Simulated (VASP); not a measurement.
# CrB2 (P6/mmm) in VASP: single point with LDA

Aim: the single point of CrB2 with LDA.

All numbers are computed with VASP 6.6.1; they aren't measurements. Logs are shortened: lines on timing, memory, paths and dates and some standing lists are left out, and cuts for length are marked.

**1. The cell of the first run**

Symmetry: P6/mmm, No. 191, hexagonal system. The conventional cell has a = 2.970 Å, b = 2.970 Å, c = 3.070 Å, α = 90.00°, β = 90.00°, γ = 120.00°. Within 3.0 Å of Cr (site symmetry 6/mmm) lie 12 B at 2.30 Å and 6 Cr at 2.97 Å. Within 2.3 Å of B (site symmetry -6m2) lie 3 B at 1.71 Å.

**2. Single point, LDA, collinear spin, ferromagnetic start**

File INCAR:

```
SYSTEM = CrB2
PREC = Accurate
ENCUT = 500
EDIFF = 1E-6
ISMEAR = -1
SIGMA = 0.1
LREAL = .False.
LASPH = .True.
NELM = 200
ALGO = Normal
ISIF = 2
LWAVE = .False.
LCHARG = .False.
ISPIN = 2
MAGMOM = 3 0 0
LORBIT = 11
LMAXMIX = 4
NBANDS = 20
GGA_COMPAT = .False.
```

File KPOINTS:

```
regular mesh
0
Gamma
  10 10 9
  0 0 0
```

File POSCAR:

```
CrB2
1.0
    2.9700000000      0.0000000000      0.0000000000
   -1.4850000000      2.5720954492      0.0000000000
    0.0000000000      0.0000000000      3.0700000000
Cr B
1 2
Direct
    0.0000000000      0.0000000000      0.0000000000
    0.3333333333      0.6666666667      0.5000000000
    0.6666666667      0.3333333333      0.5000000000
```

Potentials or basis: VASP PAW LDA potentials, release 64 (Cr_pv, B).

The run is started by

```console
$ cat potpaw_LDA.64/Cr_pv/POTCAR potpaw_LDA.64/B/POTCAR > POTCAR
$ mpirun -np 1 vasp_std > vasp.out
```

OUTCAR:

```text
SYSTEM = CrB2
   PREC = Accurate
   ENCUT = 500
   EDIFF = 1E-6
   ISMEAR = -1
   LREAL = .False.
   LASPH = .True.
   NELM = 200
   ISIF = 2
   ISPIN = 2
   LORBIT = 11

 ion  position               nearest neighbor table
   1  0.000  0.000  0.000-   2 2.30   3 2.30   2 2.30   3 2.30   2 2.30   2 2.30   3 2.30   3 2.30
                             3 2.30   3 2.30   2 2.30   2 2.30
   2  0.333  0.667  0.500-   3 1.71   3 1.71   3 1.71   1 2.30   1 2.30   1 2.30   1 2.30   1 2.30
                             1 2.30
   3  0.667  0.333  0.500-   2 1.71   2 1.71   2 1.71   1 2.30   1 2.30   1 2.30   1 2.30   1 2.30
                             1 2.30

  LATTYP: Found a hexagonal cell.
 ALAT       =     2.9700000000
 C/A-ratio  =     1.0336700337

  Lattice vectors:

 A1 = (   2.9700000000,   0.0000000000,   0.0000000000)
 A2 = (  -1.4850000000,   2.5720954492,   0.0000000000)
 A3 = (   0.0000000000,   0.0000000000,   3.0700000000)

Analysis of symmetry for initial positions (statically):
=====================================================================
 Subroutine PRICEL returns:
 Original cell was already a primitive cell.

 Routine SETGRP: Setting up the symmetry group for a
 hexagonal supercell.

 Subroutine GETGRP returns: Found 24 space group operations
 (whereof 24 operations were pure point group operations)
 out of a pool of 24 trial point group operations.

The static configuration has the point symmetry D_6h.

Analysis of symmetry for dynamics (positions and initial velocities):
=====================================================================
 Subroutine PRICEL returns:
 Original cell was already a primitive cell.

 Routine SETGRP: Setting up the symmetry group for a
 hexagonal supercell.

 Subroutine GETGRP returns: Found 24 space group operations
 (whereof 24 operations were pure point group operations)
 out of a pool of 24 trial point group operations.

The dynamic configuration has the point symmetry D_6h.

Analysis of structural, dynamic, and magnetic symmetry:
=====================================================================
 Subroutine PRICEL returns:
 Original cell was already a primitive cell.

 Routine SETGRP: Setting up the symmetry group for a
 hexagonal supercell.

 Subroutine GETGRP returns: Found 24 space group operations
 (whereof 24 operations were pure point group operations)
 out of a pool of 24 trial point group operations.

The overall configuration has the point symmetry D_6h.

 Subroutine INISYM returns: Found 24 space group operations
 (whereof 24 operations are pure point group operations),
 and found     1 'primitive' translations

----------------------------------------------------------------------------------------

                                     Primitive cell

  volume of cell :      23.4521

  direct lattice vectors                    reciprocal lattice vectors
     2.970000000  0.000000000  0.000000000     0.336700337  0.194394030  0.000000000
    -1.485000000  2.572095449  0.000000000     0.000000000  0.388788060  0.000000000
     0.000000000  0.000000000  3.070000000     0.000000000  0.000000000  0.325732899

  length of vectors
     2.970000000  2.970000000  3.070000000     0.388788060  0.388788060  0.325732899

  position of ions in fractional coordinates (direct lattice)
     0.000000000  0.000000000  0.000000000
     0.333333333  0.666666667  0.500000000
     0.666666667  0.333333333  0.500000000

  ion indices of the primitive-cell ions
   primitive index   ion index
                 1           1
                 2           2
                 3           3

----------------------------------------------------------------------------------------

 KPOINTS: regular mesh

Automatic generation of k-mesh.
 Grid dimensions read from file:
 generate k-points for:   10   10    9

 Generating k-lattice:

  Cartesian coordinates                     Fractional coordinates (reciprocal lattice)
     0.033670034  0.019439403  0.000000000     0.100000000  0.000000000  0.000000000
     0.000000000  0.038878806  0.000000000     0.000000000  0.100000000  0.000000000
     0.000000000  0.000000000  0.036192544     0.000000000  0.000000000  0.111111111

  Length of vectors
     0.038878806  0.038878806  0.036192544

  Shift w.r.t. Gamma in fractional coordinates (k-lattice)
     0.000000000  0.000000000  0.000000000

 Subroutine IBZKPT returns following result:
 ===========================================

 Found     70 irreducible k-points:

 Following reciprocal coordinates:
            Coordinates               Weight
  0.000000  0.000000  0.000000      1.000000
  0.100000  0.000000  0.000000      6.000000
  0.200000  0.000000  0.000000      6.000000
  0.300000 -0.000000  0.000000      6.000000
  0.400000  0.000000  0.000000      6.000000
  0.500000 -0.000000  0.000000      3.000000
[... 16 lines left out ...]
  0.300000  0.100000  0.111111     24.000000
  0.400000  0.100000  0.111111     24.000000
 [... further k-points ...]
   k-points           NKPTS =     70   k-points in BZ     NKDIM =     70   number of bands    NBANDS=     20
   number of dos      NEDOS =    301   number of ions     NIONS =      3
   total plane-waves  NPLWV =  13824
   dimension x,y,z NGX =    24 NGY =   24 NGZ =   24
   dimension x,y,z NGXF=    48 NGYF=   48 NGZF=   48
   ions per type =               1   2
   NGX,Y,Z   is equivalent  to a cutoff of  13.43, 13.43, 13.00 a.u.
   NGXF,Y,Z  is equivalent  to a cutoff of  26.87, 26.87, 25.99 a.u.
 SYSTEM =  CrB2
   PREC   = accura    normal or accurate (medium, high low for compatibility)
   ISTART =      0    job   : 0-new  1-cont  2-samecut
   ICHARG =      2    charge: 1-file 2-atom 10-const
   ISPIN  =      2    spin polarized calculation?
   LNONCOLLINEAR =      F non collinear calculations
   LSORBIT =      F    spin-orbit coupling
   LASPH  =      T    aspherical Exc in radial PAW
   ENCUT  =  500.0 eV  36.75 Ry    6.06 a.u.   5.41  5.41  5.60*2*pi/ulx,y,z
   NELM   =    200;   NELMIN=  2; NELMDL= -5     # of ELM steps
   EDIFF  = 0.1E-05   stopping-criterion for ELM
   LREAL  =      F    real-space projection
   EDIFFG = 0.1E-04   stopping-criterion for IOM
   NSW    =      0    number of steps for IOM
   IBRION =     -1    ionic relax: 0-MD 1-quasi-New 2-CG
   NFREE  =      0    steps in history (QN), initial steepest desc. (CG)
   ISIF   =      2    stress and relaxation
   ISYM   =      2    0-nonsym 1-usesym 2-fastsym
   POTIM  = 0.5000    time-step for ionic-motion
   TEBEG  =    0.0;   TEEND  =   0.0 temperature during run
   PSTRESS=    0.0 pullay stress
   NELECT =      18.0000    total number of electrons
   NUPDOWN=      -1.0000    fix difference up-down
   EMIN   =  10.00;   EMAX   =-10.00  energy-range for DOS
   EFERMI =   0.00;   METHOD = LEGACY
   ISMEAR =    -1;   SIGMA  =   0.10  broadening in eV -4-tet -1-fermi 0-gaus
   EFERMI_NEDOS =   21; number of points for ismear=-14 and -15
   IALGO  =     38    algorithm
   IMIX   =      4    mixing-type and parameters
     AMIX     =   0.40;   BMIX     =  1.00
     AMIX_MAG =   1.60;   BMIX_MAG =  1.00
  volume/ion in A,a.u.               =       7.82        52.75
  Fermi-wavevector in a.u.,A,eV,Ry     =   1.498897  2.832504 30.568090  2.246691
  Thomas-Fermi vector in A             =   2.610596
   LORBIT       =     11    0 simple, 1 ext, 2 COOP (PROOUT), +10 PAW based schemes
   GGA     = CA    functional components
   LHFCALC =     F    Hartree Fock is set to
   AEXX    =    0.0000 exact exchange contribution
   IVDW    =     0    specifies the selected vdW correction
   LEPSILON=     F    determine dielectric tensor
   LRPA    =     F    only Hartree local field effects (RPA)
 spin polarized calculation
  energy-cutoff  :      500.00
  volume of cell :       23.45
 maximum number of plane-waves:       623
 NGX is ok and might be reduce to    24
   NGX = 11   NGY = 11   NGZ = 11

 number of electron      17.9999992 magnetization       0.6772473

 Free energy of the ion-electron system (eV)
  ---------------------------------------------------
  ext. energy  EPLUGINS =         0.00000000
  ---------------------------------------------------
  free energy    TOTEN  =       -26.59413907 eV

  energy without entropy =      -26.51352145  energy(sigma->0) =      -26.55383026

 E-fermi :  10.3841     XC(G=0): -13.3987

 val. band max:       10.3840339807   @ k =   0.3000   0.3000   0.4444
 cond. band min:      10.3844081399   @ k =   0.4000   0.1000   0.0000
 fundamental gap:      0.0003741591
 Fermi energy:        10.3840950279

 spin component 1

 k-point     1 :       0.0000    0.0000    0.0000
  band No.  band energies     occupation
      1     -33.1599      1.00000
      2     -32.9827      1.00000
      3     -32.9827      1.00000
      4      -4.2438      1.00000
      5       6.5792      1.00000
      6       6.5792      1.00000
[... 12 lines left out ...]
     19      27.4468      0.00000
     20      30.9667      0.00000
[... 507 lines left out ...]
 k-point    24 :       0.4000    0.1000    0.1111
  band No.  band energies     occupation
      1     -33.1469      1.00000
      2     -33.1442      1.00000
      3     -33.0330      1.00000
      4      -0.4623      1.00000
      5       1.0390      1.00000
      6       5.0467      1.00000
[... 12 lines left out ...]
     19      25.2079      0.00000
     20      28.0394      0.00000

 [... further k-points ...]

 spin component 2

 k-point     1 :       0.0000    0.0000    0.0000
  band No.  band energies     occupation
      1     -32.4216      1.00000
      2     -32.3959      1.00000
      3     -32.3959      1.00000
      4      -4.1877      1.00000
      5       6.7913      1.00000
      6       6.7913      1.00000
[... 12 lines left out ...]
     19      27.7664      0.00000
     20      31.0111      0.00000
[... 507 lines left out ...]
 k-point    24 :       0.4000    0.1000    0.1111
  band No.  band energies     occupation
      1     -32.5656      1.00000
      2     -32.4478      1.00000
      3     -32.4049      1.00000
      4      -0.4027      1.00000
      5       1.1058      1.00000
      6       5.1625      1.00000
[... 12 lines left out ...]
     19      25.2587      0.00000
     20      28.1650      0.00000

 [... further k-points ...]
[... 5 lines left out ...]
  --------------------------------------------------------------------------------------
  -------------------------------------------------------------------------------------
  Total       -2.5730196     -2.5730196     -3.5987146      0.0000000      0.0000000      0.0000000
  in kB     -175.7809336   -175.7809336   -245.8533232      0.0000000      0.0000000      0.0000000
  external PRESSURE =    -199.1383968 kB  Pullay stress =       0.0000000 kB

 VOLUME and BASIS-vectors are now :
 -----------------------------------------------------------------------------
  energy-cutoff  :      500.00
  volume of cell :       23.45
      direct lattice vectors                 reciprocal lattice vectors
     2.970000000  0.000000000  0.000000000     0.336700337  0.194394030  0.000000000
    -1.485000000  2.572095449  0.000000000     0.000000000  0.388788060  0.000000000
     0.000000000  0.000000000  3.070000000     0.000000000  0.000000000  0.325732899

 POSITION                                       TOTAL-FORCE (eV/Angst)
 -----------------------------------------------------------------------------------
      0.00000      0.00000      0.00000        -0.000000      0.000000      0.000000
     -0.00000      1.71473      1.53500        -0.000000      0.000000     -0.000000
      1.48500      0.85737      1.53500         0.000000     -0.000000      0.000000
 -----------------------------------------------------------------------------------
    total drift:                               -0.000000      0.000000      0.000000

  FREE ENERGIE OF THE ION-ELECTRON SYSTEM (eV)
  ---------------------------------------------------
  free  energy   TOTEN  =       -26.5941390738 eV

  energy  without entropy=      -26.5135214511  energy(sigma->0) =      -26.55383026

 total charge

# of ion       s       p       d       tot
------------------------------------------
    1        0.270   6.344   4.381  10.994
    2        0.680   1.343   0.000   2.023
    3        0.680   1.343   0.000   2.023
--------------------------------------------------
tot          1.629   9.030   4.381  15.040

 magnetization (x)

# of ion       s       p       d       tot
------------------------------------------
    1        0.005   0.004   0.656   0.664
    2       -0.001  -0.002   0.000  -0.003
    3       -0.001  -0.002   0.000  -0.003
--------------------------------------------------
tot          0.002   0.000   0.656   0.658
```

Wall time 78 s (1 thread of Intel Xeon 8259CL, shared host); peak memory 0.17 GiB.

What came out:

| Property | Result |
| --- | --- |
| Free energy | -26.5941 eV |
| Pressure | -19.9 GPa |
| Net moment | 0.68 μB per cell |
| Site moments | Cr +0.66; B -0.00 μB |
| Valence electrons inside the program's atomic spheres | Cr 10.99; B 2.02 |

Stress tensor (GPa, compression positive):
```
-17.58   0.00   0.00
  0.00 -17.58   0.00
  0.00   0.00 -24.59
```

Caveat: a cell with one magnetic atom can't hold antiferromagnetic order, which such compounds often take.
